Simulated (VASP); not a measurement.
# Ba2Pb3 (Immm) in VASP: a series of runs, part 2 of 2

VASP 6.6.1. Earlier steps stand in the parts before.

## (4) Single point, PBE

Contents of INCAR:

```
SYSTEM = Ba2Pb3
PREC = Accurate
ENCUT = 520
EDIFF = 1E-6
ISMEAR = -5
SIGMA = 0.1
LREAL = .FALSE.
LASPH = .TRUE.
NELM = 100
ALGO = Normal
ISIF = 2
LWAVE = .FALSE.
LCHARG = .FALSE.
GGA = PE
NBANDS = 39
```

Contents of KPOINTS:

```
regular mesh
0
G
  4 4 4
  0 0 0
```

Contents of POSCAR:

```
Ba2Pb3
1.0
   -2.3891770000      3.9611370000      4.9493140000
    4.7783540000      0.0000000000      0.0000000000
    2.3891770000      3.9611370000     -4.9493140000
Pb Ba
3 2
Direct
    0.0000000000      0.0000000000      0.0000000000
    0.7032000000      0.5000000000      0.7032000000
    0.2968000000      0.5000000000      0.2968000000
    0.7245000000      0.2245000000      0.2755000000
    0.2755000000      0.7755000000      0.7245000000
```

Potentials or basis: VASP PAW PBE potentials, release 64 (Pb_d, Ba_sv).

On the command line:

```bash
$ cat potpaw_PBE.64/Pb_d/POTCAR potpaw_PBE.64/Ba_sv/POTCAR > POTCAR
$ mpirun -np 1 vasp_std > vasp.out
```

OUTCAR:

```text
SYSTEM = Ba2Pb3
   PREC = Accurate
   ENCUT = 520
   EDIFF = 1E-6
   ISMEAR = -5
   LREAL = .FALSE.
   LASPH = .TRUE.
   NELM = 100
   ISIF = 2
   GGA = PE

 ion  position               nearest neighbor table
   1  0.000  0.000  0.000-   2 3.35   3 3.35   2 3.35   3 3.35   5 3.63   5 3.63   4 3.63   4 3.63

   2  0.703  0.500  0.703-   3 3.22   1 3.35   1 3.35   4 3.60   5 3.60   4 3.64   5 3.64   4 3.64
                             5 3.64
   3  0.297  0.500  0.297-   2 3.22   1 3.35   1 3.35   5 3.60   4 3.60   4 3.64   4 3.64   5 3.64
                             5 3.64
   4  0.724  0.224  0.276-   3 3.60   2 3.60   1 3.63   1 3.63   3 3.64   2 3.64   2 3.64   3 3.64
                             5 4.44   5 4.65   5 4.65   5 4.65   5 4.65
   5  0.276  0.776  0.724-   3 3.60   2 3.60   1 3.63   1 3.63   2 3.64   3 3.64   2 3.64   3 3.64
                             4 4.44   4 4.65   4 4.65   4 4.65   4 4.65

  LATTYP: Found a body centered orthorhombic cell.
 ALAT       =     4.7783540000
 B/A-ratio  =     1.6579504156
 C/A-ratio  =     2.0715560212

  Lattice vectors:

 A1 = (  -2.3891770000,   3.9611370000,   4.9493140000)
 A2 = (   2.3891770000,  -3.9611370000,   4.9493140000)
 A3 = (   2.3891770000,   3.9611370000,  -4.9493140000)

Analysis of symmetry for initial positions (statically):
=====================================================================
 Subroutine PRICEL returns:
 Original cell was already a primitive cell.

 Routine SETGRP: Setting up the symmetry group for a
 body centered orthorhombic supercell.

 Subroutine GETGRP returns: Found  8 space group operations
 (whereof  8 operations were pure point group operations)
 out of a pool of  8 trial point group operations.

The static configuration has the point symmetry D_2h.

Analysis of symmetry for dynamics (positions and initial velocities):
=====================================================================
 Subroutine PRICEL returns:
[... 130 lines left out ...]
     AMIX_MAG =   1.60;   BMIX_MAG =  1.00
  volume/ion in A,a.u.               =      37.47       252.87
  Fermi-wavevector in a.u.,A,eV,Ry     =   1.132351  2.139833 17.445640  1.282218
  Thomas-Fermi vector in A             =   2.269052
   LORBIT       =      0    0 simple, 1 ext, 2 COOP (PROOUT), +10 PAW based schemes
   GGA     = PE    functional components
   LHFCALC =     F    Hartree Fock is set to
   AEXX    =    0.0000 exact exchange contribution
   IVDW    =     0    specifies the selected vdW correction
   LEPSILON=     F    determine dielectric tensor
   LRPA    =     F    only Hartree local field effects (RPA)
 non-spin polarized calculation
 Fermi weights with tetrahedron method with Bloechl corrections
  energy-cutoff  :      520.00
  volume of cell :      187.36
 maximum number of plane-waves:      5085
   NGX = 25   NGY = 17   NGZ = 25

 number of electron      62.0000004 magnetization

 Free energy of the ion-electron system (eV)
  ---------------------------------------------------
  ext. energy  EPLUGINS =         0.00000000
  ---------------------------------------------------
  free energy    TOTEN  =       -16.46454871 eV

  energy without entropy =      -16.46454871  energy(sigma->0) =      -16.46454871

 E-fermi :   4.3544     XC(G=0):  -9.1462

 val. band max:        4.4232172745   @ k =   0.2500   0.2500   0.0000
 cond. band min:       4.3176348230   @ k =  -0.2500   0.0000   0.2500
 fundamental gap:     -0.1055824515
 Fermi energy:         4.3544002668

 k-point     1 :       0.0000    0.0000    0.0000
  band No.  band energies     occupation
      1     -23.5104      2.00000
      2     -23.4835      2.00000
      3     -12.3048      2.00000
      4     -12.2911      2.00000
      5     -12.1623      2.00000
      6     -12.1437      2.00000
[... 745 lines left out ...]
     38       7.1691      0.00000
     39       7.6839      0.00000

------------------------ aborting loop because EDIFF is reached ----------------------------------------

  FORCE on cell =-STRESS in cart. coord.  units (eV):
  Direction    XX          YY          ZZ          XY          YZ          ZX
  --------------------------------------------------------------------------------------
  -------------------------------------------------------------------------------------
  Total        2.3796215     -1.2619126      6.8229184     -0.0000000      0.0000000      0.0000000
  in kB       20.3491034    -10.7911240     58.3455276     -0.0000000      0.0000000      0.0000000
  external PRESSURE =      22.6345023 kB  Pullay stress =       0.0000000 kB

 VOLUME and BASIS-vectors are now :
 -----------------------------------------------------------------------------
  energy-cutoff  :      520.00
  volume of cell :      187.36
      direct lattice vectors                 reciprocal lattice vectors
    -2.389177000  3.961137000  4.949314000     0.000000000  0.126226384  0.101024102
     4.778354000  0.000000000  0.000000000     0.209277086  0.000000000  0.101024102
     2.389177000  3.961137000 -4.949314000     0.000000000  0.126226384 -0.101024102

 POSITION                                       TOTAL-FORCE (eV/Angst)
 -----------------------------------------------------------------------------------
      0.00000      0.00000      0.00000         0.000000      0.000000      0.000000
      2.38918      5.57094      0.00000        -0.000000      0.140181      0.000000
      2.38918      2.35133      0.00000        -0.000000     -0.140181      0.000000
     -0.00000      3.96114      2.22224        -0.000000      0.000000     -0.095980
      4.77835      3.96114     -2.22224        -0.000000      0.000000      0.095980
 -----------------------------------------------------------------------------------
    total drift:                               -0.000000     -0.000000      0.000000

  FREE ENERGIE OF THE ION-ELECTRON SYSTEM (eV)
  ---------------------------------------------------
  free  energy   TOTEN  =       -16.4645487075 eV

  energy  without entropy=      -16.4645487075  energy(sigma->0) =      -16.46454871
```

OSZICAR:

```text
N       E                     dE             d eps       ncg     rms          rms(c)
DAV:   1     0.741854012556E+03    0.74185E+03   -0.28190E+04  1404   0.164E+03
DAV:   2     0.758119866115E+02   -0.66604E+03   -0.64303E+03  1432   0.452E+02
DAV:   3    -0.115800519655E+02   -0.87392E+02   -0.85432E+02  1921   0.197E+02
DAV:   4    -0.163735936892E+02   -0.47935E+01   -0.47708E+01  2096   0.429E+01
DAV:   5    -0.165771462592E+02   -0.20355E+00   -0.20380E+00  2139   0.751E+00    0.469E+00
DAV:   6    -0.164748390195E+02    0.10231E+00   -0.24381E-01  1928   0.567E+00    0.262E+00
DAV:   7    -0.164641420554E+02    0.10697E-01   -0.19556E-01  1784   0.397E+00    0.517E-01
DAV:   8    -0.164636248365E+02    0.51722E-03   -0.27589E-02  1744   0.210E+00    0.171E-01
DAV:   9    -0.164643861344E+02   -0.76130E-03   -0.33871E-03  1872   0.712E-01    0.539E-02
DAV:  10    -0.164645016395E+02   -0.11551E-03   -0.30160E-04  2064   0.135E-01    0.246E-02
DAV:  11    -0.164645515091E+02   -0.49870E-04   -0.71509E-05  1672   0.643E-02    0.520E-03
DAV:  12    -0.164645484286E+02    0.30805E-05   -0.92788E-06  1970   0.263E-02    0.268E-03
DAV:  13    -0.164645487075E+02   -0.27892E-06   -0.11214E-06  1120   0.121E-02
   1 F= -.16464549E+02 E0= -.16464549E+02  d E =0.000000E+00
```

stdout:

```text
POSCAR found type information on POSCAR PbBa
 POSCAR found :  2 types and       5 ions
 scaLAPACK will be used
 LDA part: xc-table for (Slater+PW92), standard interpolation
 POSCAR, INCAR and KPOINTS ok, starting setup
 FFT: planning ... GRIDC
 FFT: planning ... GRID_SOFT
 FFT: planning ... GRID
 WAVECAR not read
 entering main loop
 -----------------------------------------------------------------------------
|                                                                             |
|           W    W    AA    RRRRR   N    N  II  N    N   GGGG   !!!           |
|           W    W   A  A   R    R  NN   N  II  NN   N  G    G  !!!           |
|           W    W  A    A  R    R  N N  N  II  N N  N  G       !!!           |
|           W WW W  AAAAAA  RRRRR   N  N N  II  N  N N  G  GGG   !            |
|           WW  WW  A    A  R   R   N   NN  II  N   NN  G    G                |
|           W    W  A    A  R    R  N    N  II  N    N   GGGG   !!!           |
|                                                                             |
|     Tetrahedron method does not include variations of the Fermi             |
|     occupations, so forces and stress will be inaccurate. We suggest        |
|     using a different smearing scheme ISMEAR = 1 or 2 for metals in         |
|     relaxations.                                                            |
|                                                                             |
 -----------------------------------------------------------------------------
```

Run time: 1.7 min. Hardware: 1 thread of Intel Xeon Platinum 8375C at 2.90GHz (Ice Lake), shared host; peak memory 0.35 GiB.

What came out:

```yaml
Free_energy: -16.4645 eV
Pressure: 2.3 GPa
Largest_force: 0.140 eV/Å
Band_gap_on_the_k_mesh: zero (band 31 reaches 5.11 eV, above the bottom of band 32 at 3.95 eV)
```

Forces in eV/Å, atoms in the order of the input:
```
Pb   0.000  0.000  0.000
Pb   0.000  0.140  0.000
Pb   0.000 -0.140  0.000
Ba   0.000  0.000 -0.096
Ba   0.000  0.000  0.096
```

Stress tensor (GPa, compression positive):
```
 2.03  0.00  0.00
 0.00 -1.08  0.00
 0.00  0.00  5.83
```

Caveat: the k points lie up to 0.37 Å⁻¹ apart; spin-orbit coupling is left out, which moves the levels of the heavy elements; tetrahedron occupations give inexact forces and stress in metals.

## (5) The runs side by side

| level | smearing | gap on the mesh (eV) | pressure (GPa) | largest force (eV/Å) |
| --- | --- | --- | --- | --- |
| PBE | fermi-dirac 0.1 eV | none | 2.3 | 0.15 |
| PBE+D4 | fermi-dirac 0.1 eV | none | 1.1 | 0.15 |
| PBE | tetrahedron | none | 2.3 | 0.14 |

Alike in all rows: task single point; potentials or basis VASP PAW PBE potentials, release 64 (Pb_d, Ba_sv); no spin polarisation; cell as given; k mesh 4 × 4 × 4; cutoff (eV) 520.

Caveats: all runs use coarse meshes; spin-orbit coupling is left out, which moves the levels of the heavy elements; pairwise dispersion overbinds metals, which lowers pressure and volume (some runs); tetrahedron occupations give inexact forces and stress in metals (some runs).

Absolute energies hang on the potentials; compare differences alone.
